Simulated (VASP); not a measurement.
A run of VASP 6.6.1 is set up as follows.

Contents of INCAR:

```
SYSTEM = SnSe
PREC     = Accurate       ! precision mode
ENCUT    = 520            ! plane-wave cutoff, eV
EDIFF    = 1E-6           ! SCF threshold, eV
ISMEAR   = 0              ! smearing method
SIGMA    = 0.01           ! smearing width, eV
LREAL    = .False.        ! projectors in reciprocal space
LASPH    = .True.         ! aspherical terms in the spheres
NELM     = 100            ! most SCF steps
ALGO     = Normal         ! electronic algorithm
ISIF     = 2              ! what is computed and relaxed
LWAVE    = .False.        ! write WAVECAR
LCHARG   = .False.        ! write CHGCAR
GGA      = PE             ! functional
IVDW     = 12             ! dispersion correction
NBANDS   = 17             ! bands
```

KPOINTS

```
regular mesh
0
Gamma
  10 10 10
  0 0 0
```

Contents of POSCAR:

```
SnSe
1.0
    0.0000000000      3.0082039303      3.0082039303
    3.0082039303      0.0000000000      3.0082039303
    3.0082039303      3.0082039303      0.0000000000
Sn Se
1 1
Direct
    0.0000000000      0.0000000000      0.0000000000
    0.5000000000      0.5000000000      0.5000000000
```

Potentials or basis: VASP PAW PBE potentials, release 64 (Sn_d, Se).

Run with:

```bash
$ cat potpaw_PBE.64/Sn_d/POTCAR potpaw_PBE.64/Se/POTCAR > POTCAR
$ mpirun -np 1 vasp_std > vasp.out
```

(1) Estimate the pressure.

(2) Estimate the band gap on the k mesh.

Results:

(1) -1.0 GPa.

(2) 0.50 eV, indirect (least direct gap 0.59 eV).

Caveat: spin-orbit coupling is left out, which moves the levels of the heavy elements.
